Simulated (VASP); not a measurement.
Write the native input for VASP 6.6.1 that does the following.

```
Task                   : single point
Functional             : PBE
Potentials or basis    : VASP PAW PBE potentials, release 64 (Mg, S)
Cutoff                 : 520 eV
k mesh                 : 8 × 8 × 8
Occupations            : fermi-dirac, width 0.28 eV
Spin                   : no spin polarisation
Dipole correction      : no
Further INCAR settings : ALGO = Normal; EDIFF = 1e-06; NBANDS = 11
```

The structure of MgS lies in POSCAR:

```
MgS
1.0
    0.0000000000      2.6016500000      2.6016500000
    2.6016500000      0.0000000000      2.6016500000
    2.6016500000      2.6016500000      0.0000000000
Mg S
1 1
Direct
    0.0000000000      0.0000000000      0.0000000000
    0.5000000000      0.5000000000      0.5000000000
```

The input as run:

INCAR

```
SYSTEM = MgS
ALGO = Normal
EDIFF = 1E-6
ENCUT = 520
GGA = PE
ISIF = 2
ISMEAR = -1
LASPH = .True.
LCHARG = .True.
LELF = .True.
LREAL = .False.
LVHAR = .True.
LWAVE = .False.
NBANDS = 11
NELM = 60
PREC = Accurate
SIGMA = 0.28
```

KPOINTS

```
k-points
0
Gamma
  8 8 8
  0 0 0
```

Potentials or basis: VASP PAW PBE potentials, release 64 (Mg, S).

Launch:

```sh
$ cat potpaw_PBE.64/Mg/POTCAR potpaw_PBE.64/S/POTCAR > POTCAR
$ mpirun -np 1 vasp_std > vasp.out
```

Results of the run:

| Property | Result |
| --- | --- |
| Pressure | 0.9 GPa |
| Band gap on the k mesh | 2.78 eV, indirect (least direct gap 3.71 eV) |

Run time: 11 s on 1 thread of Intel Xeon 6975P-C (shared host), peak memory 0.16 GiB.
